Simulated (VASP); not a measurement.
**CaO: single point with LDA**

Crystal: CaO.

```
Ca O
1.0
     2.33041    2.33041    0.00000
    -2.33041    2.33041    0.00000
     0.00000    2.33041    2.36562
Ca O
1 1
Direct
  0.00000 0.00000 0.00000
  0.50000 0.50000 0.00000
```

This cell differs from its parent crystal: in-plane strain -0.01, then relaxed in part.

```
Program             : VASP 6.6.1
Task                : single point
Functional          : LDA
Potentials or basis : VASP PAW LDA potentials, release 64 (Ca_sv, O)
Cutoff              : 520 eV
k mesh              : 8 × 8 × 8
Occupations         : gaussian, width 0.01 eV
Spin                : no spin polarisation
```

The pressure is 3.1 GPa and the band gap on the k mesh is 3.37 eV, indirect (least direct gap 3.73 eV).

Stress tensor (GPa, compression positive):
```
4.24 0.00 0.00
0.00 4.24 0.00
0.00 0.00 0.95
```

Levels at points of the mesh, in eV from the valence-band top:
```tsv
k point	band 4	band 5	band 6	band 7	band 8	band 9	band 10	band 11	band 12	band 13
(0.00, 0.00, 0.00)	-17.76	-15.38	-0.05	0.00	0.00	5.19	6.19	6.30	6.30	7.91
(0.50, 0.00, 0.00)	-17.82	-13.76	-2.92	-1.42	-1.41	7.30	8.70	8.72	8.89	10.98
(0.50, 0.50, 0.00)	-18.07	-15.14	-1.24	-0.41	-0.36	3.37	8.59	9.31	9.99	10.11
(0.00, 0.00, 0.50)	-18.06	-15.14	-1.34	-0.34	-0.34	3.42	8.58	9.30	10.04	10.04
```

Run time: 18 s on 1 thread of Intel Xeon 6975P-C (shared host), peak memory 0.15 GiB.

Caveat: the cell differs from its parent crystal (in-plane strain -0.01, then relaxed in part). A k mesh can miss the band edges.
